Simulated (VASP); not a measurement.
Wanted: the native input for a VASP 6.6.1 run.

- Task: single point
- Functional: PBEsol
- Potentials or basis: VASP PAW PBE potentials, release 64 (O)
- Cutoff: 600 eV
- k mesh: 20 × 20 × 20
- Occupations: gaussian, width 0.15 eV
- Spin: no spin polarisation
- Dipole correction: no
- Further INCAR settings: ALGO = Normal; EDIFF = 1e-06; NBANDS = 13

The structure of O lies in POSCAR:

```
O
1.0
    0.0000000000      1.6973584911      4.5784995314
    1.7031778763      0.0000000000      4.5784995314
    1.7031778763      1.6973584911      0.0000000000
O
2
Direct
    0.0675080576      0.0675080576      0.9324919424
    0.9324919424      0.9324919424      0.0675080576
```

One way to write it, as run:

INCAR

```
ALGO     = Normal         # electronic algorithm
EDIFF    = 1E-6           # SCF threshold, eV
ENCUT    = 600            # plane-wave cutoff, eV
GGA      = PS             # functional
GGA_COMPAT= F            
ISIF     = 2              # what is computed and relaxed
ISMEAR   = 0              # smearing method
LASPH    = T              # aspherical terms in the spheres
LCHARG   = F              # write CHGCAR
LREAL    = F              # projectors in reciprocal space
LWAVE    = F              # write WAVECAR
NBANDS   = 13             # bands
NELM     = 120            # most SCF steps
PREC     = Accurate       # precision mode
SIGMA    = 0.15           # smearing width, eV
```

KPOINTS

```
k-points
0
Gamma
  20 20 20
```

Potentials or basis: VASP PAW PBE potentials, release 64 (O).

Launch:

```console
$ cat potpaw_PBE.64/O/POTCAR > POTCAR
$ mpirun -np 1 vasp_std > vasp.out
```

Results of the run:

```yaml
Pressure: -4.6 GPa
Largest_force: 0.914 eV/Å
Band_gap_on_the_k_mesh: zero (bands 6 and 7 overlap by 2.43 eV)
```

Caveat: the standard files for N, O and F lose accuracy on very short bonds; spin is off for a triplet molecule; the cell stands under tension; this functional lacks dispersion, which holds the molecules together, so the pressure and a relaxed volume are unreliable; the PAW data sets were made with another functional, which shifts forces and pressure a little.

Wall time 5.3 min on 1 thread of Oxide Virtual Turin-like Processor, with other jobs on the host, peak memory 0.43 GiB.
